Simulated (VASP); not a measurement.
# HgTe (F-43m) in VASP: notebook, part 2 of 2

VASP 6.6.1. The steps go on from the part before.

## Step 5: Single point, PBE, non-collinear spin, zero start, spin-orbit coupling

INCAR

```
ALGO     = Normal         # electronic algorithm
EDIFF    = 1E-7           # SCF threshold, eV
ENCUT    = 520            # plane-wave cutoff, eV
GGA      = PE             # functional
GGA_COMPAT= False        
ISIF     = 2              # what is computed and relaxed
ISMEAR   = 0              # smearing method
LASPH    = True           # aspherical terms in the spheres
LCHARG   = True           # write CHGCAR
LORBIT   = 11             # projections on sites
LORBMOM  = True         
LREAL    = False          # projectors in reciprocal space
LSORBIT  = True           # spin-orbit coupling
LVHAR    = True         
LWAVE    = False          # write WAVECAR
MAGMOM   = 0 0 0 0 0 0    # initial moments
NBANDS   = 30             # bands
NELM     = 150            # most SCF steps
PREC     = Accurate       # precision mode
SIGMA    = 0.01           # smearing width, eV
```

KPOINTS

```
k-points
0
Gamma
  8 8 8
```

POSCAR

```
HgTe
1.0
    0.0000000000      3.2305000000      3.2305000000
    3.2305000000      0.0000000000      3.2305000000
    3.2305000000      3.2305000000      0.0000000000
Hg Te
1 1
Direct
    0.0000000000      0.0000000000      0.0000000000
    0.2500000000      0.2500000000      0.2500000000
```

Potentials or basis: VASP PAW PBE potentials, release 64 (Hg, Te).

Command:

```sh
> cat potpaw_PBE.64/Hg/POTCAR potpaw_PBE.64/Te/POTCAR > POTCAR
> mpirun -np 1 vasp_ncl > vasp.out
```

OUTCAR:

```text
EDIFF = 1E-7
   ENCUT = 520
   GGA = PE
   ISIF = 2
   ISMEAR = 0
   LASPH = True
   LORBIT = 11
   LREAL = False
   LSORBIT = True
   NELM = 150
   PREC = Accurate

 ion  position               nearest neighbor table
   1  0.000  0.000  0.000-   2 2.80   2 2.80   2 2.80   2 2.80
   2  0.250  0.250  0.250-   1 2.80   1 2.80   1 2.80   1 2.80

  LATTYP: Found a face centered cubic cell.
 ALAT       =     6.4610000000

  Lattice vectors:

 A1 = (   0.0000000000,   3.2305000000,   3.2305000000)
 A2 = (   3.2305000000,   0.0000000000,   3.2305000000)
 A3 = (   3.2305000000,   3.2305000000,   0.0000000000)

Analysis of symmetry for initial positions (statically):
=====================================================================
 Subroutine PRICEL returns:
 Original cell was already a primitive cell.

 Routine SETGRP: Setting up the symmetry group for a
 face centered cubic supercell.

 Subroutine GETGRP returns: Found 24 space group operations
 (whereof 24 operations were pure point group operations)
 out of a pool of 48 trial point group operations.

The static configuration has the point symmetry T_d .

Analysis of symmetry for dynamics (positions and initial velocities):
=====================================================================
 Subroutine PRICEL returns:
 Original cell was already a primitive cell.

 Routine SETGRP: Setting up the symmetry group for a
 face centered cubic supercell.

 Subroutine GETGRP returns: Found 24 space group operations
 (whereof 24 operations were pure point group operations)
 out of a pool of 48 trial point group operations.

The dynamic configuration has the point symmetry T_d .

Analysis of structural, dynamic, and magnetic symmetry:
=====================================================================
 Subroutine PRICEL returns:
 Original cell was already a primitive cell.

 Routine SETGRP: Setting up the symmetry group for a
 face centered cubic supercell.

 Subroutine GETGRP returns: Found 24 space group operations
 (whereof 24 operations were pure point group operations)
 out of a pool of 48 trial point group operations.

The overall configuration has the point symmetry T_d .

 Subroutine INISYM returns: Found 24 space group operations
 (whereof 24 operations are pure point group operations),
 and found     1 'primitive' translations

----------------------------------------------------------------------------------------

                                     Primitive cell

  volume of cell :      67.4278

  direct lattice vectors                    reciprocal lattice vectors
     0.000000000  3.230500000  3.230500000    -0.154774803  0.154774803  0.154774803
     3.230500000  0.000000000  3.230500000     0.154774803 -0.154774803  0.154774803
     3.230500000  3.230500000  0.000000000     0.154774803  0.154774803 -0.154774803

  length of vectors
[... 937 lines left out ...]
------------------------ aborting loop because EDIFF is reached ----------------------------------------

  FORCE on cell =-STRESS in cart. coord.  units (eV):
  Direction    XX          YY          ZZ          XY          YZ          ZX
  --------------------------------------------------------------------------------------
  -------------------------------------------------------------------------------------
  Total        1.4954111      1.4954111      1.4954111     -0.0000000      0.0000000     -0.0000000
  in kB       35.5330066     35.5330066     35.5330066     -0.0000000      0.0000000     -0.0000000
  external PRESSURE =      35.5330066 kB  Pullay stress =       0.0000000 kB

 VOLUME and BASIS-vectors are now :
 -----------------------------------------------------------------------------
  energy-cutoff  :      520.00
  volume of cell :       67.43
      direct lattice vectors                 reciprocal lattice vectors
     0.000000000  3.230500000  3.230500000    -0.154774803  0.154774803  0.154774803
     3.230500000  0.000000000  3.230500000     0.154774803 -0.154774803  0.154774803
     3.230500000  3.230500000  0.000000000     0.154774803  0.154774803 -0.154774803

 POSITION                                       TOTAL-FORCE (eV/Angst)
 -----------------------------------------------------------------------------------
      0.00000      0.00000      0.00000         0.000000     -0.000000      0.000000
      1.61525      1.61525      1.61525        -0.000000      0.000000     -0.000000
 -----------------------------------------------------------------------------------
    total drift:                               -0.000000     -0.000000     -0.000000

  FREE ENERGIE OF THE ION-ELECTRON SYSTEM (eV)
  ---------------------------------------------------
  free  energy   TOTEN  =        -3.9830456071 eV

  energy  without entropy=       -3.9830235685  energy(sigma->0) =       -3.98303459

 orbital moment (x)

 # of ion     p       d       tot
 ----------------------------------------
  1        -0.000   0.000   0.000
  2         0.000   0.000   0.000
 ----------------------------------------
           -0.000   0.000   0.000

 orbital moment (y)

 # of ion     p       d       tot
 ----------------------------------------
  1         0.000  -0.000  -0.000
  2         0.000   0.000   0.000
 ----------------------------------------
            0.000  -0.000  -0.000

 orbital moment (z)

 # of ion     p       d       tot
 ----------------------------------------
  1         0.000   0.000   0.000
  2         0.000  -0.000  -0.000
 ----------------------------------------
            0.000  -0.000  -0.000

 Spin-Orbit-Coupling matrix elements

 Ion:    1  E_soc:     -0.5989439
 l=   1
     0.0000000    -0.0326954    -0.0326954
    -0.0326954     0.0000000    -0.0326954
    -0.0326954    -0.0326954     0.0000000
 l=   2
     0.0000000    -0.0133509     0.0000000    -0.0133509    -0.0537777
    -0.0133509     0.0000000    -0.0403333    -0.0133509    -0.0134444
     0.0000000    -0.0403333     0.0000000    -0.0403333     0.0000000
    -0.0133509    -0.0133509    -0.0403333     0.0000000    -0.0134444
    -0.0537777    -0.0134444     0.0000000    -0.0134444     0.0000000
 l=   3
     0.0000000     0.0000000     0.0000000     0.0000000     0.0000000     0.0000000     0.0000000
     0.0000000     0.0000000     0.0000000     0.0000000     0.0000000     0.0000000     0.0000000
     0.0000000     0.0000000     0.0000000     0.0000000     0.0000000     0.0000000     0.0000000
     0.0000000     0.0000000     0.0000000     0.0000000     0.0000000     0.0000000     0.0000000
     0.0000000     0.0000000     0.0000000     0.0000000     0.0000000     0.0000000     0.0000000
     0.0000000     0.0000000     0.0000000     0.0000000     0.0000000     0.0000000     0.0000000
     0.0000000     0.0000000     0.0000000     0.0000000     0.0000000     0.0000000     0.0000000

 Ion:    2  E_soc:     -0.2173120
 l=   1
     0.0000000    -0.0360720    -0.0360720
    -0.0360720     0.0000000    -0.0360720
    -0.0360720    -0.0360720     0.0000000
 l=   2
     0.0000000    -0.0000559     0.0000000    -0.0000559    -0.0000908
    -0.0000559     0.0000000    -0.0000681    -0.0000559    -0.0000227
     0.0000000    -0.0000681     0.0000000    -0.0000681     0.0000000
    -0.0000559    -0.0000559    -0.0000681     0.0000000    -0.0000227
    -0.0000908    -0.0000227     0.0000000    -0.0000227     0.0000000
 l=   3
     0.0000000     0.0000000     0.0000000     0.0000000     0.0000000     0.0000000     0.0000000
     0.0000000     0.0000000     0.0000000     0.0000000     0.0000000     0.0000000     0.0000000
     0.0000000     0.0000000     0.0000000     0.0000000     0.0000000     0.0000000     0.0000000
     0.0000000     0.0000000     0.0000000     0.0000000     0.0000000     0.0000000     0.0000000
     0.0000000     0.0000000     0.0000000     0.0000000     0.0000000     0.0000000     0.0000000
     0.0000000     0.0000000     0.0000000     0.0000000     0.0000000     0.0000000     0.0000000
     0.0000000     0.0000000     0.0000000     0.0000000     0.0000000     0.0000000     0.0000000

 total charge

# of ion       s       p       d       tot
------------------------------------------
    1        0.752   0.433   9.357  10.542
    2        1.369   1.976   0.034   3.379
--------------------------------------------------
tot          2.121   2.409   9.391  13.922

 magnetization (x)

# of ion       s       p       d       tot
------------------------------------------
    1        0.000   0.000  -0.000   0.000
    2        0.000  -0.000   0.000  -0.000
--------------------------------------------------
tot          0.000  -0.000   0.000   0.000

 magnetization (y)

# of ion       s       p       d       tot
------------------------------------------
    1        0.000   0.000   0.000   0.000
    2        0.000  -0.000   0.000  -0.000
--------------------------------------------------
tot          0.000  -0.000   0.000   0.000

 magnetization (z)

# of ion       s       p       d       tot
------------------------------------------
    1       -0.000   0.000  -0.000  -0.000
    2       -0.000   0.000   0.000   0.000
--------------------------------------------------
tot         -0.000   0.000  -0.000  -0.000
```

Wall time 7.2 min (1 thread of Intel Xeon 8259CL, shared host); peak memory 0.46 GiB.

Results:

```yaml
Free_energy: -3.9830 eV
Pressure: 3.6 GPa
Net_moment: 0.00 μB per cell
Valence_electrons_inside_the_program's_atomic_spheres: Hg 10.54; Te 3.38
```

Moments on the atoms (μB; x, y, z):
```
Hg  0.00 0.00 0.00
Te  0.00 0.00 0.00
```

Caveat: the cell stands under pressure.

## Step 6: The runs side by side

```tsv
task	level	potentials or basis	spin	cell	cutoff (eV)	smearing	gap on the mesh (eV)	pressure (GPa)	moment (μB)	relaxed volume (Å³/atom)
relaxation of cell and atoms	LDA	VASP PAW LDA potentials, release 64 (Hg, Te)	off	relaxed	600	gaussian 0.05 eV	none	0.0	-	33.53
relaxation of cell and atoms	r2SCAN	VASP PAW PBE potentials, release 64 (Hg, Te)	off	relaxed	600	gaussian 0.05 eV	none	0.0	-	35.57
single point	LDA	VASP PAW LDA potentials, release 64 (Hg, Te)	non-collinear, zero start, SOC	as given	520	gaussian 0.01 eV	-	-0.5	0.00	-
single point	PBE	VASP PAW PBE potentials, release 64 (Hg, Te)	non-collinear, zero start, SOC	as given	520	gaussian 0.01 eV	-	3.6	0.00	-
```

Alike in all rows: k mesh 8 × 8 × 8.

Caveats: semilocal functionals underestimate gaps, so a narrow gap can read as zero (at least some runs); spin-orbit coupling is left out, which moves the levels of the heavy elements (at least some runs); the PAW data sets were made with another functional, which shifts forces and pressure a little (at least some runs); the cell stands under pressure (at least some runs).

Total energies depend on the potentials used, so only differences within one code and one set of settings carry meaning.
